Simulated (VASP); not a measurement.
A run of VASP 6.6.1:

INCAR

```
SYSTEM = SnTe
  PREC = Accurate
  ENCUT = 520
  EDIFF = 1E-6
  ISMEAR = 0
  SIGMA = 0.05
  LREAL = .FALSE.
  LASPH = .TRUE.
  NELM = 60
  ALGO = Normal
  ISIF = 2
  LWAVE = .FALSE.
  LCHARG = .TRUE.
  GGA = PS
  LELF = .TRUE.
  LVHAR = .TRUE.
  NBANDS = 17
```

Contents of KPOINTS:

```
regular mesh
0
G
  8 8 8
  0 0 0
```

POSCAR

```
SnTe
1.0
    0.1444458400      3.7159053455      3.7159053455
    3.7159053455      0.1444458400      3.7159053455
    3.7159053455      3.7159053455      0.1444458400
Sn Te
1 1
Direct
    0.0199850085      0.0199850085      0.0199850085
    0.7300149915      0.7300149915      0.7300149915
```

Potentials or basis: VASP PAW PBE potentials, release 64 (Sn_d, Te).

Command:

```console
$ cat potpaw_PBE.64/Sn_d/POTCAR potpaw_PBE.64/Te/POTCAR > POTCAR
$ mpirun -np 1 vasp_std > vasp.out
```

Hardware: 1 thread of Intel Xeon 6975P-C (shared host).

Task: How long does it take, and how much memory?

Result: Run time: 100 s on 1 thread of Intel Xeon 6975P-C, on a shared host, peak memory 0.31 GiB. Counts: scf iterations 14, k points 65.
